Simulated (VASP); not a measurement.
AlFe:

```xyz
2
Lattice="2.9100 0.0000 0.0000 0.0000 2.9100 0.0000 0.0000 0.0000 2.9100" Properties=species:S:1:pos:R:3 pbc="T T T"
Al    0.0000    0.0000    0.0000
Fe    1.4550    1.4550    1.4550
```

Base run:

| Property | Result |
| --- | --- |
| Program | VASP 6.6.1 |
| Functional | PBE |
| Potentials or basis | VASP PAW PBE potentials, release 64 (Al, Fe) |
| Cutoff | 520 eV |
| k mesh | 11 × 11 × 11 |
| Occupations | fermi-dirac, width 0.1 eV |
| Spin | no spin polarisation |

Its results: pressure -6.6 GPa.

Problem. The run is repeated on the same cell with these changes: spin from no spin polarisation to collinear spin, ferromagnetic start; further incar settings from ALGO = Normal; EDIFF = 1e-07; NBANDS = 12 to ALGO = Normal; EDIFF = 1e-06; NBANDS = 16. What comes out?

Solution. Pressure -5.7 GPa; net moment 0.71 μB per cell; site moments Al -0.03; Fe +0.76 μB.
